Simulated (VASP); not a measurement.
# Hf5Te (P6/mmm) in VASP: further runs, part 2 of 2

VASP 6.6.1. Earlier steps stand in the parts before.

**3. Single point, PBE**

This run uses another cell than the first one, of 25.35 Å³/atom, 1.091 times its volume.

Contents of INCAR:

```
SYSTEM = Hf5Te
ALGO     = Normal         ! electronic algorithm
EDIFF    = 1E-6           ! SCF threshold, eV
ENCUT    = 520            ! plane-wave cutoff, eV
GGA      = PE             ! functional
ISIF     = 2              ! what is computed and relaxed
ISMEAR   = 0              ! smearing method
LASPH    = .True.         ! aspherical terms in the spheres
LCHARG   = .False.        ! write CHGCAR
LREAL    = .False.        ! projectors in reciprocal space
LWAVE    = .False.        ! write WAVECAR
NBANDS   = 37             ! bands
NELM     = 60             ! most SCF steps
PREC     = Accurate       ! precision mode
SIGMA    = 0.1            ! smearing width, eV
```

Contents of KPOINTS:

```
k-points
0
Gamma
  3 3 4
  0 0 0
```

Contents of POSCAR:

```
Hf5Te
1.0
    6.0294417154     -0.0000000030      0.0000000000
   -3.0147208551      5.2216496976      0.0000000000
    0.0000000000      0.0000000000      4.8314944401
Hf Te
5 1
Direct
    0.5000000000      0.0000000000      0.5000000000
    0.5000000000      0.5000000000      0.5000000000
    0.0000000000      0.5000000000      0.5000000000
    0.3333333333      0.6666666667      0.0000000000
    0.6666666667      0.3333333333      0.0000000000
    0.0000000000      0.0000000000      0.0000000000
```

Potentials or basis: VASP PAW PBE potentials, release 64 (Hf_pv, Te).

Command:

```
$ cat potpaw_PBE.64/Hf_pv/POTCAR potpaw_PBE.64/Te/POTCAR > POTCAR
$ mpirun -np 1 vasp_std > vasp.out
```

Wall time 30 s (1 thread of Intel Xeon 6975P-C (Granite Rapids), shared host); peak memory 0.28 GiB.

It converged, with:

```
Free energy            : -49.2945 eV
Pressure               : -0.6 GPa
Band gap on the k mesh : zero (band 28 reaches 5.29 eV, above the bottom of band 29 at 3.95 eV)
```

Levels at points of the mesh, in eV from the Fermi level:
| k point | band 24 | band 25 | band 26 | band 27 | band 28 | band 29 | band 30 | band 31 | band 32 | band 33 |
| --- | --- | --- | --- | --- | --- | --- | --- | --- | --- | --- |
| (0.00, 0.00, 0.00) | -1.21 | -1.21 | -1.07 | -0.80 | -0.79 | -0.79 | -0.65 | 0.75 | 0.75 | 2.91 |
| (0.00, 0.00, 0.50) | -2.41 | 0.30 | 0.30 | 0.54 | 0.54 | 0.68 | 0.68 | 0.90 | 1.15 | 1.79 |

Caveat: the k points lie up to 0.40 Å⁻¹ apart; spin-orbit coupling is left out, which moves the levels of the heavy elements.

**4. Single point, PBE**

This run uses another cell than the first one, of 25.30 Å³/atom, 1.088 times its volume.

Contents of INCAR:

```
PREC = Accurate
ENCUT = 520
EDIFF = 1E-6
ISMEAR = 0
SIGMA = 0.1
LREAL = False
LASPH = True
NELM = 60
ALGO = Fast
ISIF = 2
LWAVE = False
LCHARG = False
GGA = PE
NBANDS = 37
```

Contents of KPOINTS:

```
regular mesh
0
Gamma
  6 6 8
```

Changes to POSCAR since step 3:

```diff
@@ -2,5 +2,5 @@
 1.0
-    6.0294417154     -0.0000000030      0.0000000000
-   -3.0147208551      5.2216496976      0.0000000000
-    0.0000000000      0.0000000000      4.8314944401
+    5.9755834937      0.0000000000      0.0000000000
+   -2.9877917469      5.1750071080      0.0000000000
+    0.0000000000      0.0000000000      4.9084749908
 Hf Te
```

Command:

```
$ cat potpaw_PBE.64/Hf_pv/POTCAR potpaw_PBE.64/Te/POTCAR > POTCAR
$ mpirun -np 1 vasp_std > vasp.out
```

Run time: 2 min. Hardware: 1 thread of Intel Xeon 6975P-C (Granite Rapids), shared host; peak memory 0.38 GiB.

Results (log left out):

| Property | Result |
| --- | --- |
| Free energy | -49.2978 eV |
| Pressure | -0.3 GPa |
| Band gap on the k mesh | zero (band 28 reaches 5.29 eV, above the bottom of band 29 at 4.02 eV) |

Levels at points of the mesh, in eV from the Fermi level:
| k point | band 25 | band 26 | band 27 | band 28 | band 29 | band 30 | band 31 | band 32 |
| --- | --- | --- | --- | --- | --- | --- | --- | --- |
| (0.00, 0.00, 0.00) | -1.23 | -1.22 | -0.97 | -0.80 | -0.80 | -0.63 | 0.63 | 0.63 |
| (0.50, 0.00, 0.00) | -0.67 | -0.56 | -0.03 | 0.00 | 0.06 | 0.50 | 0.59 | 1.16 |
| (0.00, 0.00, 0.50) | 0.18 | 0.18 | 0.47 | 0.47 | 0.67 | 0.67 | 0.72 | 1.02 |
| (0.50, 0.00, 0.50) | -0.72 | -0.57 | 0.04 | 0.22 | 0.27 | 0.28 | 0.33 | 0.56 |

Caveat: spin-orbit coupling is left out, which moves the levels of the heavy elements.

**5. Relaxation of cell and atoms, PBE**

Contents of INCAR:

```
SYSTEM = Hf5Te
PREC = Accurate
ENCUT = 600
EDIFF = 1E-7
ISMEAR = 0
SIGMA = 0.1
LREAL = .FALSE.
LASPH = .TRUE.
NELM = 80
ALGO = Normal
ISIF = 3
LWAVE = .FALSE.
LCHARG = .FALSE.
GGA = PE
IBRION = 2
NSW = 90
EDIFFG = -0.04
```

Contents of KPOINTS:

```
Automatic mesh
0
G
  3 3 4
  0 0 0
```

Contents of POSCAR:

```
Hf5Te
1.0
    5.8847126300      0.0000000000      0.0000000000
   -2.9423563100      5.0963106300      0.0000000000
    0.0000000000      0.0000000000      4.6510411700
Hf Te
5 1
Direct
    0.5000000000      0.0000000000      0.5000000000
    0.5000000000      0.5000000000      0.5000000000
    0.0000000000      0.5000000000      0.5000000000
    0.3333333300      0.6666666700      0.0000000000
    0.6666666700      0.3333333300      0.0000000000
    0.0000000000      0.0000000000      0.0000000000
```

Command:

```
$ cat potpaw_PBE.64/Hf_pv/POTCAR potpaw_PBE.64/Te/POTCAR > POTCAR
$ mpirun -np 1 vasp_std > vasp.out
```

Wall time 67 s (1 thread of Intel Xeon 6975P-C (Granite Rapids), shared host); peak memory 0.32 GiB.

It converged, with:

| Item | Value |
| --- | --- |
| Free energy | -49.2958 eV |
| Relaxed volume | 25.17 Å³/atom |
| Relaxed cell | a = 6.025 Å, b = 6.025 Å, c = 4.803 Å, α = 90.00°, β = 90.00°, γ = 120.00° |
| Space group after relaxing (to 0.05 Å) | P6/mmm (No. 191) |
| Energy gained by relaxing | 39.6 meV/atom |
| Ionic steps | 3 |
| Pressure after relaxing | -0.1 GPa |
| Band gap on the k mesh | zero (band 28 reaches 5.35 eV, above the bottom of band 29 at 4.03 eV) |

Stress tensor (GPa, compression positive):
```
-0.23  0.00  0.00
 0.00 -0.23  0.00
 0.00  0.00  0.23
```

Step by step:
```tsv
step	energy change (eV)	largest force (eV/Å)	pressure (GPa)	volume (Å³)
1	0.0000	0.0000	6.98	139.49
2	-0.0970	0.0000	-4.22	160.93
3	-0.2375	0.0000	-0.08	151.00
```

Final structure:
```
CELL_PARAMETERS angstrom
6.02504 0.00000 0.00000
-3.01252 5.21784 0.00000
0.00000 0.00000 4.80309
ATOMIC_POSITIONS crystal
Hf 0.50000 0.00000 0.50000
Hf 0.50000 0.50000 0.50000
Hf 0.00000 0.50000 0.50000
Hf 0.33333 0.66667 0.00000
Hf 0.66667 0.33333 0.00000
Te 0.00000 0.00000 0.00000
```

Levels at points of the mesh, in eV from the Fermi level:
```
           k point  band 24  band 25  band 26  band 27  band 28  band 29  band 30  band 31  band 32  band 33
(0.00, 0.00, 0.00)    -1.24    -1.24    -1.06    -0.81    -0.81    -0.77    -0.64     0.78     0.78     2.90
(0.00, 0.00, 0.50)    -2.39     0.31     0.31     0.56     0.56     0.68     0.68     0.93     1.18     1.83
```

Caveat: the k points lie up to 0.40 Å⁻¹ apart in the final cell; spin-orbit coupling is left out, which moves the levels of the heavy elements.

**6. Relaxation of cell and atoms, PBE**

This run uses another cell than the first one, of 25.35 Å³/atom, 1.091 times its volume.

Contents of INCAR:

```
SYSTEM = Hf5Te
PREC = Accurate ; ENCUT = 600
EDIFF = 1E-6 ; ISMEAR = 0
SIGMA = 0.1 ; LREAL = .False.
LASPH = .True. ; NELM = 60
ALGO = Fast ; ISIF = 3
LWAVE = .False. ; LCHARG = .False.
GGA = PE ; IBRION = 2
NSW = 100 ; EDIFFG = -0.01
```

Contents of KPOINTS:

```
Automatic mesh
0
Gamma
  6 6 8
  0 0 0
```

Contents of POSCAR:

```
Hf5Te
1.0
    6.0294417154      0.0000000000      0.0000000000
   -3.0147208577      5.2216496962      0.0000000000
    0.0000000000      0.0000000000      4.8314944401
Hf Te
5 1
Direct
    0.5000000000      0.0000000000      0.5000000000
    0.5000000000      0.5000000000      0.5000000000
    0.0000000000      0.5000000000      0.5000000000
    0.3333333333      0.6666666667      0.0000000000
    0.6666666667      0.3333333333      0.0000000000
    0.0000000000      0.0000000000      0.0000000000
```

Potentials or basis: VASP PAW PBE potentials, release 64 (Hf_pv, Te).

Command:

```
$ cat potpaw_PBE.64/Hf_pv/POTCAR potpaw_PBE.64/Te/POTCAR > POTCAR
$ mpirun -np 1 vasp_std > vasp.out
```

Run time: 7.8 min. Hardware: 1 thread of Intel Xeon 6975P-C (Granite Rapids), shared host; peak memory 0.43 GiB.

The run converged. Its results:

* Free energy: -49.2989 eV
* Relaxed volume: 25.20 Å³/atom
* Relaxed cell: a = 5.967 Å, b = 5.967 Å, c = 4.903 Å, α = 90.00°, β = 90.00°, γ = 120.00°
* Space group after relaxing (to 0.05 Å): P6/mmm (No. 191)
* Energy gained by relaxing: 1.6 meV/atom
* Ionic steps: 7
* Pressure after relaxing: 0.0 GPa
* Band gap on the k mesh: zero (band 28 reaches 5.32 eV, above the bottom of band 29 at 4.04 eV)

Step by step:
```
step  energy change (eV)  largest force (eV/Å)  pressure (GPa)  volume (Å³)
   1              0.0000                0.0000           -0.34       152.11
   2             -0.0053                0.0000            0.18       150.93
   3             -0.0057                0.0000            0.54       150.20
   4             -0.0085                0.0000            0.32       150.56
   5             -0.0090                0.0000            0.21       150.77
   6             -0.0090                0.0000            0.19       150.80
   7             -0.0093                0.0000            0.00       151.20
```

Final structure:
```yaml
crystal:
  lattice:
    - [5.96708, 0.00000, 0.00000]
    - [-2.98354, 5.16764, 0.00000]
    - [0.00000, 0.00000, 4.90337]
  atoms:
    - { symbol: Hf, position: [0.50000, 0.00000, 0.50000] }
    - { symbol: Hf, position: [0.50000, 0.50000, 0.50000] }
    - { symbol: Hf, position: [0.00000, 0.50000, 0.50000] }
    - { symbol: Hf, position: [0.33333, 0.66667, 0.00000] }
    - { symbol: Hf, position: [0.66667, 0.33333, 0.00000] }
    - { symbol: Te, position: [0.00000, 0.00000, 0.00000] }
```

Levels at points of the mesh, in eV from the Fermi level:
```
           k point  band 24  band 25  band 26  band 27  band 28  band 29  band 30  band 31  band 32  band 33
(0.00, 0.00, 0.00)    -1.25    -1.25    -1.23    -0.97    -0.81    -0.81    -0.61     0.63     0.63     2.88
(0.50, 0.00, 0.00)    -0.93    -0.67    -0.57    -0.03     0.01     0.06     0.50     0.60     1.17     1.27
(0.00, 0.00, 0.50)    -2.45     0.18     0.18     0.47     0.47     0.67     0.67     0.72     1.02     1.69
(0.50, 0.00, 0.50)    -1.02    -0.72    -0.58     0.04     0.22     0.28     0.28     0.32     0.56     0.67
```

Caveat: spin-orbit coupling is left out, which moves the levels of the heavy elements.

**7. Overview**

```csv
task,cell,k mesh,cutoff (eV),gap on the mesh (eV),pressure (GPa),relaxed volume (Å³/atom)
single point,"a = 5.885, b = 5.885, c = 4.651 Å, angles 90.0, 90.0, 120.0°, 6 atoms",3 × 3 × 4,520,none,7.0,-
single point,"a = 6.029, b = 6.029, c = 4.831 Å, angles 90.0, 90.0, 120.0°, 6 atoms",3 × 3 × 4,520,none,-0.6,-
single point,"a = 5.976, b = 5.976, c = 4.908 Å, angles 90.0, 90.0, 120.0°, 6 atoms",6 × 6 × 8,520,none,-0.3,-
relaxation of cell and atoms,"relaxed from a = 5.885, b = 5.885, c = 4.651 Å, angles 90.0, 90.0, 120.0°, 6 atoms",3 × 3 × 4,600,none,-0.1,25.17
relaxation of cell and atoms,"relaxed from a = 6.029, b = 6.029, c = 4.831 Å, angles 90.0, 90.0, 120.0°, 6 atoms",6 × 6 × 8,600,none,0.0,25.20
```

Alike in all rows: level PBE; potentials or basis VASP PAW PBE potentials, release 64 (Hf_pv, Te); no spin polarisation; smearing gaussian 0.1 eV.

Caveats: some runs use coarse meshes; spin-orbit coupling is left out, which moves the levels of the heavy elements.

Total energies depend on the potentials used, so only differences within one code and one set of settings carry meaning.
